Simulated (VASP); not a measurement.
# Pd (Fm-3m) in VASP: settings compared

Aim: see how the results for Pd move with the level of theory and the settings. Levels: PBEsol, PBE. Tasks: single point.

All numbers are computed with VASP 6.6.1; they aren't measurements. Logs are shortened: lines on timing, memory, paths and dates and some standing lists are left out, and cuts for length are marked.

### Step 1. The cell of the first run

The structure is cubic, space group Fm-3m (No. 225). The conventional cell has a = 3.890 Å, b = 3.890 Å, c = 3.890 Å, α = 90.00°, β = 90.00°, γ = 90.00°. Within 3.6 Å of Pd (site symmetry m-3m) lie 12 Pd at 2.75 Å.

### Step 2. Single point, PBEsol

INCAR reads:

```
SYSTEM = Pd
PREC = Accurate
ENCUT = 520
EDIFF = 1E-6
ISMEAR = -1
SIGMA = 0.05
LREAL = .False.
LASPH = .True.
NELM = 100
ALGO = Normal
ISIF = 2
LWAVE = .False.
LCHARG = .False.
GGA = PS
NBANDS = 11
```

KPOINTS reads:

```
regular mesh
0
Gamma
  27 27 27
  0 0 0
```

POSCAR reads:

```
Pd
1.0
    0.0000000000      1.9449000000      1.9449000000
    1.9449000000      0.0000000000      1.9449000000
    1.9449000000      1.9449000000      0.0000000000
Pd
1
Direct
    0.0000000000      0.0000000000      0.0000000000
```

Potentials or basis: VASP PAW PBE potentials, release 64 (Pd).

Started as:

```sh
cat potpaw_PBE.64/Pd/POTCAR > POTCAR
mpirun -np 1 vasp_std > vasp.out
```

OUTCAR:

```text
SYSTEM = Pd
   PREC = Accurate
   ENCUT = 520
   EDIFF = 1E-6
   ISMEAR = -1
   LREAL = .False.
   LASPH = .True.
   NELM = 100
   ISIF = 2
   GGA = PS

 ion  position               nearest neighbor table
   1  0.000  0.000  0.000-

  LATTYP: Found a face centered cubic cell.
 ALAT       =     3.8898000000

  Lattice vectors:

 A1 = (   0.0000000000,   1.9449000000,   1.9449000000)
 A2 = (   1.9449000000,   0.0000000000,   1.9449000000)
 A3 = (   1.9449000000,   1.9449000000,   0.0000000000)

Analysis of symmetry for initial positions (statically):
=====================================================================
 Subroutine PRICEL returns:
 Original cell was already a primitive cell.

 Routine SETGRP: Setting up the symmetry group for a
 face centered cubic supercell.

 Subroutine GETGRP returns: Found 48 space group operations
 (whereof 48 operations were pure point group operations)
 out of a pool of 48 trial point group operations.

The static configuration has the point symmetry O_h .

Analysis of symmetry for dynamics (positions and initial velocities):
=====================================================================
 Subroutine PRICEL returns:
 Original cell was already a primitive cell.

 Routine SETGRP: Setting up the symmetry group for a
 face centered cubic supercell.

 Subroutine GETGRP returns: Found 48 space group operations
 (whereof 48 operations were pure point group operations)
 out of a pool of 48 trial point group operations.

The dynamic configuration has the point symmetry O_h .

 Subroutine INISYM returns: Found 48 space group operations
 (whereof 48 operations are pure point group operations),
 and found     1 'primitive' translations

----------------------------------------------------------------------------------------

                                     Primitive cell

  volume of cell :      14.7137

  direct lattice vectors                    reciprocal lattice vectors
     0.000000000  1.944900000  1.944900000    -0.257082626  0.257082626  0.257082626
     1.944900000  0.000000000  1.944900000     0.257082626 -0.257082626  0.257082626
     1.944900000  1.944900000  0.000000000     0.257082626  0.257082626 -0.257082626

  length of vectors
     2.750503957  2.750503957  2.750503957     0.445280171  0.445280171  0.445280171

  position of ions in fractional coordinates (direct lattice)
     0.000000000  0.000000000  0.000000000

  ion indices of the primitive-cell ions
   primitive index   ion index
[... 73 lines left out ...]
   EDIFF  = 0.1E-05   stopping-criterion for ELM
   LREAL  =      F    real-space projection
   EDIFFG = 0.1E-04   stopping-criterion for IOM
   NSW    =      0    number of steps for IOM
   IBRION =     -1    ionic relax: 0-MD 1-quasi-New 2-CG
   NFREE  =      0    steps in history (QN), initial steepest desc. (CG)
   ISIF   =      2    stress and relaxation
   ISYM   =      2    0-nonsym 1-usesym 2-fastsym
   POTIM  = 0.5000    time-step for ionic-motion
   TEBEG  =    0.0;   TEEND  =   0.0 temperature during run
   PSTRESS=    0.0 pullay stress
   NELECT =      10.0000    total number of electrons
   NUPDOWN=      -1.0000    fix difference up-down
   EMIN   =  10.00;   EMAX   =-10.00  energy-range for DOS
   EFERMI =   0.00;   METHOD = LEGACY
   ISMEAR =    -1;   SIGMA  =   0.05  broadening in eV -4-tet -1-fermi 0-gaus
   EFERMI_NEDOS =   21; number of points for ismear=-14 and -15
   IALGO  =     38    algorithm
   IMIX   =      4    mixing-type and parameters
     AMIX     =   0.40;   BMIX     =  1.00
     AMIX_MAG =   1.60;   BMIX_MAG =  1.00
  volume/ion in A,a.u.               =      14.71        99.29
  Fermi-wavevector in a.u.,A,eV,Ry     =   1.439354  2.719984 28.187725  2.071739
  Thomas-Fermi vector in A             =   2.558219
   LORBIT       =      0    0 simple, 1 ext, 2 COOP (PROOUT), +10 PAW based schemes
   GGA     = PS    functional components
   LHFCALC =     F    Hartree Fock is set to
   AEXX    =    0.0000 exact exchange contribution
   IVDW    =     0    specifies the selected vdW correction
   LEPSILON=     F    determine dielectric tensor
   LRPA    =     F    only Hartree local field effects (RPA)
 non-spin polarized calculation
  energy-cutoff  :      520.00
  volume of cell :       14.71
 maximum number of plane-waves:       411
   NGX = 11   NGY = 11   NGZ = 11

 number of electron      10.0000000 magnetization

 Free energy of the ion-electron system (eV)
  ---------------------------------------------------
  ext. energy  EPLUGINS =         0.00000000
  ---------------------------------------------------
  free energy    TOTEN  =        -5.96859309 eV

  energy without entropy =       -5.94991525  energy(sigma->0) =       -5.95925417

 E-fermi :   9.6749     XC(G=0): -13.3952

 val. band max:        9.6735880798   @ k =   0.4815   0.1111   0.0000
 cond. band min:       9.6750644195   @ k =  -0.4444   0.3333   0.0741
 fundamental gap:      0.0014763397
 Fermi energy:         9.6749145380

 k-point     1 :       0.0000    0.0000    0.0000
  band No.  band energies     occupation
      1       2.4029      2.00000
      2       6.7989      2.00000
      3       6.7989      2.00000
      4       6.7989      2.00000
      5       8.4377      2.00000
      6       8.4377      2.00000
      7      26.7903      0.00000
      8      31.5738      0.00000
      9      31.5738      0.00000
     10      31.5738      0.00000
     11      35.7534      0.00000
[... 309 lines left out ...]
 k-point    24 :       0.3704    0.0370    0.0000
  band No.  band energies     occupation
      1       4.4295      2.00000
      2       6.8803      2.00000
      3       6.9507      2.00000
      4       8.1185      2.00000
      5       9.2960      1.99898
      6       9.3152      1.99850
      7      20.2147      0.00000
      8      26.8831      0.00000
      9      31.2777      0.00000
     10      32.2762      0.00000
     11      36.0137      0.00000

 [... further k-points ...]
[... 5 lines left out ...]
  --------------------------------------------------------------------------------------
  -------------------------------------------------------------------------------------
  Total       -0.2244479     -0.2244479     -0.2244479      0.0000000      0.0000000     -0.0000000
  in kB      -24.4401796    -24.4401796    -24.4401796      0.0000000      0.0000000     -0.0000000
  external PRESSURE =     -24.4401796 kB  Pullay stress =       0.0000000 kB

 VOLUME and BASIS-vectors are now :
 -----------------------------------------------------------------------------
  energy-cutoff  :      520.00
  volume of cell :       14.71
      direct lattice vectors                 reciprocal lattice vectors
     0.000000000  1.944900000  1.944900000    -0.257082626  0.257082626  0.257082626
     1.944900000  0.000000000  1.944900000     0.257082626 -0.257082626  0.257082626
     1.944900000  1.944900000  0.000000000     0.257082626  0.257082626 -0.257082626

 POSITION                                       TOTAL-FORCE (eV/Angst)
 -----------------------------------------------------------------------------------
      0.00000      0.00000      0.00000         0.000000     -0.000000      0.000000
 -----------------------------------------------------------------------------------
    total drift:                               -0.000000     -0.000000     -0.000000

  FREE ENERGIE OF THE ION-ELECTRON SYSTEM (eV)
  ---------------------------------------------------
  free  energy   TOTEN  =        -5.9685930874 eV

  energy  without entropy=       -5.9499152499  energy(sigma->0) =       -5.95925417
```

Wall time 2.5 min (1 thread of AMD EPYC 7R43 (Zen 3), shared host); peak memory 0.16 GiB.

Results:

```yaml
Free_energy: -5.9686 eV
Pressure: -2.4 GPa
Band_gap_on_the_k_mesh: zero (band 5 reaches 9.95 eV, above the bottom of band 6 at 8.36 eV)
```

Caveat: the PAW data sets were made with another functional, which shifts forces and pressure a little.

### Step 3. Single point, PBE (volume scaled by 0.94)

INCAR reads:

```
SYSTEM = Pd
PREC     = Accurate       ! precision mode
ENCUT    = 520            ! plane-wave cutoff, eV
EDIFF    = 1E-6           ! SCF threshold, eV
ISMEAR   = -1             ! smearing method
SIGMA    = 0.05           ! smearing width, eV
LREAL    = .False.        ! projectors in reciprocal space
LASPH    = .True.         ! aspherical terms in the spheres
NELM     = 60             ! most SCF steps
ALGO     = Normal         ! electronic algorithm
ISIF     = 2              ! what is computed and relaxed
LWAVE    = .False.        ! write WAVECAR
LCHARG   = .True.         ! write CHGCAR
GGA      = PE             ! functional
LELF     = .True.         ! ELF
LVHAR    = .True.       
NBANDS   = 11             ! bands
```

KPOINTS reads:

```
regular mesh
0
Gamma
  18 18 18
  0 0 0
```

POSCAR reads:

```
Pd
1.0
    0.0000000000      1.9051970228      1.9051970228
    1.9051970228      0.0000000000      1.9051970228
    1.9051970228      1.9051970228      0.0000000000
Pd
1
Direct
    0.0000000000      0.0000000000      0.0000000000
```

Potentials or basis: VASP PAW PBE potentials, release 64 (Pd).

Started as:

```sh
cat potpaw_PBE.64/Pd/POTCAR > POTCAR
mpirun -np 1 vasp_std > vasp.out
```

OUTCAR:

```text
SYSTEM = Pd
   PREC = Accurate
   ENCUT = 520
   EDIFF = 1E-6
   ISMEAR = -1
   LREAL = .False.
   LASPH = .True.
   NELM = 60
   ISIF = 2
   GGA = PE

 ion  position               nearest neighbor table
   1  0.000  0.000  0.000-

  LATTYP: Found a face centered cubic cell.
 ALAT       =     3.8103940456

  Lattice vectors:

 A1 = (   0.0000000000,   1.9051970228,   1.9051970228)
 A2 = (   1.9051970228,   0.0000000000,   1.9051970228)
 A3 = (   1.9051970228,   1.9051970228,   0.0000000000)

Analysis of symmetry for initial positions (statically):
=====================================================================
 Subroutine PRICEL returns:
 Original cell was already a primitive cell.

 Routine SETGRP: Setting up the symmetry group for a
 face centered cubic supercell.

 Subroutine GETGRP returns: Found 48 space group operations
 (whereof 48 operations were pure point group operations)
 out of a pool of 48 trial point group operations.

The static configuration has the point symmetry O_h .

Analysis of symmetry for dynamics (positions and initial velocities):
=====================================================================
 Subroutine PRICEL returns:
 Original cell was already a primitive cell.
[... 157 lines left out ...]
 fundamental gap:      0.0012025747
 Fermi energy:        10.9179683576

 k-point     1 :       0.0000    0.0000    0.0000
  band No.  band energies     occupation
      1       3.2611      2.00000
      2       7.7646      2.00000
      3       7.7646      2.00000
      4       7.7646      2.00000
      5       9.5540      2.00000
      6       9.5540      2.00000
      7      28.1126      0.00000
      8      33.2630      0.00000
      9      33.2630      0.00000
     10      33.2630      0.00000
     11      36.8797      0.00000
[... 309 lines left out ...]
 k-point    24 :      -0.2222    0.0556    0.0000
  band No.  band energies     occupation
      1       5.0376      2.00000
      2       7.5217      2.00000
      3       8.1196      2.00000
      4       8.1574      2.00000
      5       9.4127      2.00000
      6      10.0003      2.00000
      7      26.3809      0.00000
      8      29.3756      0.00000
      9      33.9068      0.00000
     10      36.1095      0.00000
     11      36.6116      0.00000

 [... further k-points ...]
[... 5 lines left out ...]
  --------------------------------------------------------------------------------------
  -------------------------------------------------------------------------------------
  Total        1.9290454      1.9290454      1.9290454     -0.0000000     -0.0000000      0.0000000
  in kB      223.4618308    223.4618308    223.4618308     -0.0000000     -0.0000000      0.0000000
  external PRESSURE =     223.4618308 kB  Pullay stress =       0.0000000 kB

 VOLUME and BASIS-vectors are now :
 -----------------------------------------------------------------------------
  energy-cutoff  :      520.00
  volume of cell :       13.83
      direct lattice vectors                 reciprocal lattice vectors
     0.000000000  1.905197023  1.905197023    -0.262440049  0.262440049  0.262440049
     1.905197023  0.000000000  1.905197023     0.262440049 -0.262440049  0.262440049
     1.905197023  1.905197023  0.000000000     0.262440049  0.262440049 -0.262440049

 POSITION                                       TOTAL-FORCE (eV/Angst)
 -----------------------------------------------------------------------------------
      0.00000      0.00000      0.00000         0.000000      0.000000      0.000000
 -----------------------------------------------------------------------------------
    total drift:                                0.000000      0.000000      0.000000

  FREE ENERGIE OF THE ION-ELECTRON SYSTEM (eV)
  ---------------------------------------------------
  free  energy   TOTEN  =        -5.1372682850 eV

  energy  without entropy=       -5.1207143608  energy(sigma->0) =       -5.12899132
```

Wall time 40 s (1 thread of Intel Xeon 8259CL, shared host); peak memory 0.15 GiB.

What came out:

```
Free energy            : -5.1373 eV
Pressure               : 22.3 GPa
Band gap on the k mesh : zero (band 5 reaches 11.25 eV, above the bottom of band 6 at 9.48 eV)
```
